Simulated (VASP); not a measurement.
# Ga32HO48 (a cell with a defect) (H interstitial hop between voids) in VASP: a series of runs, part 3 of 3

VASP 6.6.1. The steps go on from the part before.

**5. Single point, PBE**

The input, INCAR:

```
ALGO     = Normal         # electronic algorithm
EDIFF    = 1E-6           # SCF threshold, eV
ENCUT    = 520            # plane-wave cutoff, eV
GGA      = PE             # functional
ISIF     = 2              # what is computed and relaxed
ISMEAR   = -1             # smearing method
LASPH    = True           # aspherical terms in the spheres
LCHARG   = False          # write CHGCAR
LREAL    = Auto         
LWAVE    = False          # write WAVECAR
NBANDS   = 398            # bands
NELECT   = 704.0        
NELM     = 60             # most SCF steps
PREC     = Accurate       # precision mode
SIGMA    = 0.01           # smearing width, eV
```

The input, KPOINTS:

```
k-points
0
Gamma
  1 1 1
```

The input, POSCAR:

```
Ga32HO48
1.0
    5.0579508900      2.9202093400      9.0826160100
   -5.0579508900      2.9202093400      9.0826160100
    0.0000000000     -5.8404185800      9.0826160400
Ga O H
32 48 1
Direct
    0.4305592705      0.4252393295      0.4262232288
    0.3202022106      0.3204922490      0.3241666533
    0.0686837828      0.0689971508      0.0718123440
    0.1821514926      0.1887430948      0.1507807747
    0.4270672345      0.4279753097      0.9280901958
    0.3277784637      0.3255222140      0.8114947030
    0.0684340727      0.0723231971      0.5992540853
    0.1809338493      0.1834441544      0.6811381745
    0.4368393824      0.9214992878      0.4330921212
    0.3230934164      0.8182295011      0.3191481600
    0.0718902859      0.5695621801      0.0733872884
    0.1790335688      0.6743719093      0.1782325417
    0.4288307343      0.9273274685      0.9270465423
    0.3221100448      0.8198618132      0.8245886523
    0.0733113655      0.5734686535      0.5702130775
    0.1765392569      0.6805439528      0.6780706451
    0.9275103514      0.4250036930      0.4310160497
    0.8220021061      0.3241647299      0.3174746937
    0.5703262240      0.0721258550      0.0730744819
    0.6769379711      0.1760576630      0.1803512545
    0.9277390146      0.4304014456      0.9250853141
    0.8187612854      0.3217977809      0.8261719896
    0.5741293862      0.0698554113      0.5735668385
    0.6818512160      0.1763720099      0.6761064170
    0.9266054943      0.9278567915      0.4274490010
    0.8252051723      0.8179273239      0.3239286425
    0.5721739649      0.5706549703      0.0721315989
    0.6759782155      0.6783439957      0.1789129249
    0.9238972997      0.9222590869      0.9378442740
    0.8211734209      0.8224419188      0.8230557109
    0.5719106700      0.5708218891      0.5722152011
    0.6786438979      0.6759501193      0.6790794267
    0.3786317279      0.2240703221      0.0205581422
    0.1985191087      0.0464310366      0.3717476192
    0.0275818265      0.3726017838      0.2197287572
    0.1231865321      0.2761494645      0.4807612107
    0.4674227515      0.1222778424      0.2811490580
    0.2762248911      0.4699770689      0.1266761830
    0.3772273362      0.2222066535      0.5273878393
    0.2240615594      0.0249949765      0.8754818088
    0.0258108620      0.3773761576      0.7240137744
    0.1286374587      0.2778846571      0.9632208038
    0.4746986548      0.1242059279      0.7748670227
    0.2785572680      0.4766926437      0.6198000703
    0.3750792095      0.7218257553      0.0275622579
    0.2237645901      0.5257513102      0.3749233557
    0.0267800738      0.8724090831      0.2234982915
    0.1250234894      0.7799940638      0.4711120742
    0.4749826129      0.6230840904      0.2759474549
    0.2759151268      0.9742018592      0.1239098343
    0.3725063137      0.7302472328      0.5234436821
    0.2235937303      0.5263823562      0.8738983521
    0.0267401519      0.8747009355      0.7267432333
    0.1248410184      0.7742824764      0.9757060644
    0.4722130356      0.6243011078      0.7765372945
    0.2783233276      0.9720380505      0.6249880766
    0.8732465302      0.2228105985      0.0282279878
    0.7222772136      0.0250126342      0.3765373599
    0.5263226026      0.3731477266      0.2240436432
    0.6281165042      0.2760150230      0.4719972195
    0.9719251815      0.1257323076      0.2744015056
    0.7770082450      0.4741340113      0.1221748566
    0.8821301458      0.2176474189      0.5289033096
    0.7229456318      0.0259849303      0.8764988249
    0.5283410824      0.3746238920      0.7203750372
    0.6227198110      0.2750695396      0.9764498501
    0.9717174719      0.1208015390      0.7898908540
    0.7763244731      0.4700757503      0.6280153594
    0.8731589158      0.7224283104      0.0297039876
    0.7235963100      0.5251529044      0.3752566857
    0.5180239848      0.8779733081      0.2282215419
    0.6290070187      0.7713996626      0.4751660575
    0.9735271404      0.6209266429      0.2786710932
    0.7725176379      0.9705393312      0.1310094868
    0.8755629018      0.7223437392      0.5272296592
    0.7226752688      0.5260853806      0.8755407582
    0.5270884915      0.8733119006      0.7235452814
    0.6242359609      0.7773879026      0.9743541528
    0.9737200293      0.6271108909      0.7753075131
    0.7783207904      0.9727111713      0.6247519487
    0.0818588887      0.0943054310      0.3942290540
```

Potentials or basis: VASP PAW PBE potentials, release 64 (Ga_d, O, H).

Run with:

```console
$ cat potpaw_PBE.64/Ga_d/POTCAR potpaw_PBE.64/O/POTCAR potpaw_PBE.64/H/POTCAR > POTCAR
$ mpirun -np 1 vasp_gam > vasp.out
```

OUTCAR:

```text
EDIFF = 1E-6
   ENCUT = 520
   GGA = PE
   ISIF = 2
   ISMEAR = -1
   LASPH = True
   LREAL = Auto
   NELECT = 704.0
   NELM = 60
   PREC = Accurate

 ion  position               nearest neighbor table
   1  0.431  0.425  0.426-  44 1.95  49 1.95  60 1.96  59 2.08  39 2.09  46 2.11   2 2.88
   2  0.320  0.320  0.324-  38 1.95  37 1.95  36 1.95  46 2.10  59 2.12  39 2.12   1 2.88
   3  0.069  0.069  0.072-  57 1.93  47 1.93  40 1.94  61 2.11  50 2.14  42 2.17   4 2.84
   4  0.182  0.189  0.151-  33 1.89  35 1.96  42 1.97  34 2.03  50 2.07  61 2.17   3 2.84   6 2.85

   5  0.427  0.428  0.928-  55 1.94  38 1.95  66 1.95  33 2.09  52 2.10  65 2.13   6 2.89
   6  0.328  0.326  0.811-  44 1.92  43 1.95  42 1.98  65 2.06  52 2.12  33 2.13   4 2.85   5 2.89

   7  0.068  0.072  0.599-  53 1.93  67 1.95  63 1.98  56 2.00  36 2.07  34 2.13   8 2.78  29 2.87

   8  0.181  0.183  0.681-  41 1.92  39 1.92  40 1.93  36 2.11  67 2.19  56 2.20   7 2.78
   9  0.437  0.921  0.433-  72 1.90  37 1.92  56 1.94  51 2.07  71 2.10  34 2.43
  10  0.323  0.818  0.319-  49 1.93  48 1.93  50 1.95  71 2.07  51 2.11  34 2.28
  11  0.072  0.570  0.073-  35 1.94  69 1.96  52 1.96  38 2.10  73 2.10  54 2.11  12 2.88
  12  0.179  0.674  0.178-  46 1.94  45 1.95  47 1.96  54 2.09  38 2.10  73 2.11  11 2.88
  13  0.429  0.927  0.927-  78 1.94  43 1.95  50 1.96  40 2.10  77 2.10  45 2.12  14 2.88
  14  0.322  0.820  0.825-  55 1.95  54 1.95  56 1.97  45 2.09  40 2.10  77 2.11  13 2.88
  15  0.073  0.573  0.570-  75 1.94  46 1.95  41 1.95  44 2.10  79 2.11  48 2.12  16 2.89
  16  0.177  0.681  0.678-  53 1.94  52 1.95  51 1.96  79 2.10  48 2.12  44 2.12  15 2.89
[... 10 lines left out ...]
  27  0.572  0.571  0.072-  76 1.94  45 1.95  59 1.96  62 2.10  49 2.10  78 2.12  28 2.89
  28  0.676  0.678  0.179-  69 1.94  70 1.96  71 2.00  49 2.09  78 2.10  62 2.12  27 2.89
  29  0.924  0.922  0.938-  74 1.93  54 1.95  67 1.97  69 2.06  64 2.11  53 2.13   7 2.87  30 2.88

  30  0.821  0.822  0.823-  79 1.95  78 1.95  80 1.95  64 2.10  69 2.12  53 2.12  29 2.88
  31  0.572  0.571  0.572-  65 1.93  70 1.95  51 1.99  72 2.10  55 2.10  68 2.12  32 2.89
  32  0.679  0.676  0.679-  76 1.94  77 1.95  75 1.95  72 2.09  68 2.11  55 2.12  31 2.89
  33  0.379  0.224  0.021-   4 1.89  19 1.94   5 2.09   6 2.13
  34  0.199  0.046  0.372-  81 0.99   4 2.03   7 2.13  10 2.28   9 2.43
  35  0.028  0.373  0.220-  11 1.94   4 1.96  18 2.09  17 2.17
  36  0.123  0.276  0.481-   2 1.95  17 1.96   7 2.07   8 2.11
  37  0.467  0.122  0.281-   9 1.92   2 1.95  19 2.11  20 2.15
  38  0.276  0.470  0.127-   2 1.95   5 1.95  12 2.10  11 2.10
  39  0.377  0.222  0.527-   8 1.92  23 1.95   1 2.09   2 2.12
  40  0.224  0.025  0.875-   8 1.93   3 1.94  14 2.10  13 2.10
[... 350 lines left out ...]

 Free energy of the ion-electron system (eV)
  ---------------------------------------------------
  ext. energy  EPLUGINS =         0.00000000
  ---------------------------------------------------
  free energy    TOTEN  =      -482.94617286 eV

  energy without entropy =     -482.94617286  energy(sigma->0) =     -482.94617286

 E-fermi :   4.3077     XC(G=0): -11.9572

 val. band max:        4.0242735324   @ k =   0.0000   0.0000   0.0000
 cond. band min:       6.4994472067   @ k =   0.0000   0.0000   0.0000
 fundamental gap:      2.4751736743
 Fermi energy:         4.3077030147

 k-point     1 :       0.0000    0.0000    0.0000
  band No.  band energies     occupation
      1     -15.0857      2.00000
      2     -14.4546      2.00000
      3     -13.7972      2.00000
      4     -13.7565      2.00000
      5     -13.7224      2.00000
      6     -13.7132      2.00000
[... 356 lines left out ...]
    363      10.2274      0.00000
    364      10.2583      0.00000
 [bands above 364 left out]

------------------------ aborting loop because EDIFF is reached ----------------------------------------

  FORCE on cell =-STRESS in cart. coord.  units (eV):
  Direction    XX          YY          ZZ          XY          YZ          ZX
  --------------------------------------------------------------------------------------
  -------------------------------------------------------------------------------------
  Total       -4.9984021     -0.7986630     -4.6424016     -0.3201418     -2.5938454      1.0413592
  in kB       -9.9492646     -1.5897299     -9.2406494     -0.6372387     -5.1630208      2.0728140
  external PRESSURE =      -6.9265480 kB  Pullay stress =       0.0000000 kB

 VOLUME and BASIS-vectors are now :
 -----------------------------------------------------------------------------
  energy-cutoff  :      520.00
  volume of cell :      804.92
      direct lattice vectors                 reciprocal lattice vectors
     5.057950890  2.920209340  9.082616010     0.098854262  0.057073535  0.036700146
    -5.057950890  2.920209340  9.082616010    -0.098854262  0.057073535  0.036700146
     0.000000000 -5.840418580  9.082616040     0.000000000 -0.114147069  0.036700146

 POSITION                                       TOTAL-FORCE (eV/Angst)
 -----------------------------------------------------------------------------------
      0.02691      0.00979     11.64411        -0.015315      0.018957      0.023563
     -0.00147     -0.02231      8.76346         0.005736      0.006302     -0.002791
     -0.00158     -0.01736      1.90275         0.016823      0.019037      0.029013
     -0.03334      0.20247      4.73818        -0.048681      0.026764      0.108063
     -0.00459     -2.92353     16.19551         0.008053      0.000918      0.015271
      0.01141     -2.83169     13.30417        -0.004823     -0.000756     -0.003494
[... 73 lines left out ...]
     -0.98322      1.46457     21.57833         0.001326     -0.004066      0.008051
     -0.06295     -1.78803      5.18066         0.095032     -0.452270     -0.728911
 -----------------------------------------------------------------------------------
    total drift:                                0.009172     -0.004453      0.020732

  FREE ENERGIE OF THE ION-ELECTRON SYSTEM (eV)
  ---------------------------------------------------
  free  energy   TOTEN  =      -482.9461728621 eV

  energy  without entropy=     -482.9461728621  energy(sigma->0) =     -482.94617286
```

Wall time 13 min (1 thread of Intel Xeon Platinum 8375C at 2.90GHz (Ice Lake), shared host); peak memory 1 GiB.

What came out:

- Free energy: -482.9462 eV
- Largest force: 0.863 eV/Å

Forces on the atoms (eV/Å):
```
Ga  -0.015  0.019  0.024
Ga   0.006  0.006 -0.003
Ga   0.017  0.019  0.029
Ga  -0.049  0.027  0.108
Ga   0.008  0.001  0.015
Ga  -0.005 -0.001 -0.003
Ga  -0.023  0.058  0.036
Ga   0.006 -0.012  0.023
Ga   0.026 -0.013  0.014
Ga  -0.056  0.025  0.038
Ga  -0.018  0.029 -0.008
Ga  -0.003 -0.007  0.013
Ga  -0.005  0.002  0.020
Ga   0.003  0.000 -0.014
Ga  -0.005 -0.007 -0.001
Ga  -0.009  0.016  0.017
Ga   0.004  0.034 -0.004
Ga  -0.025 -0.008  0.003
Ga   0.000  0.002 -0.003
Ga  -0.003  0.017  0.015
Ga  -0.001 -0.008  0.021
Ga   0.001  0.018 -0.002
Ga  -0.011  0.006 -0.008
Ga  -0.004 -0.016  0.010
Ga   0.002 -0.017 -0.020
Ga  -0.002  0.007 -0.018
Ga  -0.006  0.001 -0.003
Ga  -0.008  0.001  0.008
Ga  -0.009  0.025  0.001
Ga   0.002  0.001 -0.003
Ga   0.018 -0.008 -0.012
Ga   0.007  0.000  0.011
O    0.015  0.020  0.035
O    0.118  0.021 -0.025
O   -0.051  0.008  0.023
O   -0.003  0.003  0.003
O   -0.002 -0.012 -0.027
O    0.003  0.006  0.001
O   -0.002  0.006  0.002
O   -0.001  0.004  0.013
O   -0.001 -0.004  0.008
O   -0.012 -0.008  0.016
O   -0.007  0.000  0.019
O   -0.002  0.002  0.006
O   -0.003  0.005  0.004
O    0.005 -0.004  0.013
O   -0.001  0.000  0.018
O   -0.002 -0.012  0.011
O   -0.015  0.003  0.009
O   -0.019  0.011  0.013
O    0.015 -0.010  0.020
O   -0.006  0.004  0.011
O   -0.014  0.052  0.022
O   -0.012  0.012  0.000
O   -0.001  0.008  0.013
O    0.004  0.022  0.016
O    0.013  0.007  0.038
O   -0.001  0.002 -0.008
O    0.003  0.000  0.000
O   -0.005  0.000 -0.001
O   -0.008 -0.031  0.059
O   -0.006 -0.003  0.006
O    0.017  0.021 -0.025
O   -0.006  0.013  0.005
O    0.013  0.003  0.006
O    0.002  0.001  0.011
O   -0.003  0.009  0.028
O    0.016  0.014 -0.014
O   -0.006  0.012  0.006
O    0.000  0.007  0.002
O    0.000  0.015  0.016
O    0.025  0.008  0.012
O    0.001  0.009  0.008
O    0.001  0.006  0.012
O    0.002  0.001  0.009
O    0.005  0.002  0.003
O   -0.002  0.002  0.007
O   -0.005  0.001  0.000
O   -0.002  0.002  0.013
O    0.001 -0.004  0.008
H    0.095 -0.452 -0.729
```

Levels at points of the mesh, in eV from the Fermi level:
```csv
k point,band 349,band 350,band 351,band 352,band 353,band 354,band 355,band 356
"(0.00, 0.00, 0.00)",-0.31,-0.31,-0.29,-0.28,2.19,5.24,5.26,5.59
```

Caveat: the k points lie up to 0.75 Å⁻¹ apart; the cell carries a net charge on a neutralising background, which shifts energy and pressure; the cell is charged against a uniform background, so pressure and absolute levels hang on convention.
